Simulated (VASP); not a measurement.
Ca, 1 atom in the cell. The structure is cubic, space group Fm-3m (No. 225). Conventional cell: a = 5.875 Å, b = 5.875 Å, c = 5.875 Å, α = 90.00°, β = 90.00°, γ = 90.00°. Within 5.5 Å of Ca (site symmetry m-3m) lie 12 Ca at 4.15 Å.  This cell differs from its parent crystal: Sr replaced by Ca, lengths x 0.942, strained.

```yaml
Program: VASP 6.6.1
Task: single point
Functional: PBE
Potentials_or_basis: VASP PAW PBE potentials, release 64 (Ca_sv)
Cutoff: 520 eV
k_mesh: 12 × 12 × 12
Occupations: gaussian, width 0.1 eV
Spin: no spin polarisation
Dipole_correction: no
Further_INCAR_settings: ALGO = Normal; EDIFF = 1e-07; NBANDS = 11
```

Potentials or basis: VASP PAW PBE potentials, release 64 (Ca_sv).

Run with:

```bash
$ cat potpaw_PBE.64/Ca_sv/POTCAR > POTCAR
$ mpirun -np 1 vasp_std > vasp.out
```

Hardware: 1 thread of Intel(R) Xeon(R) Platinum 8375C CPU @ 2.90GHz (Ice Lake), on a shared host.

**Question.** How long does it take, and how much memory?

**Answer.** Wall time 22 s on 1 thread of Intel(R) Xeon(R) Platinum 8375C CPU @ 2.90GHz (Ice Lake) (shared host), peak memory 0.19 GiB. Counts: scf iterations 12, k points 72.
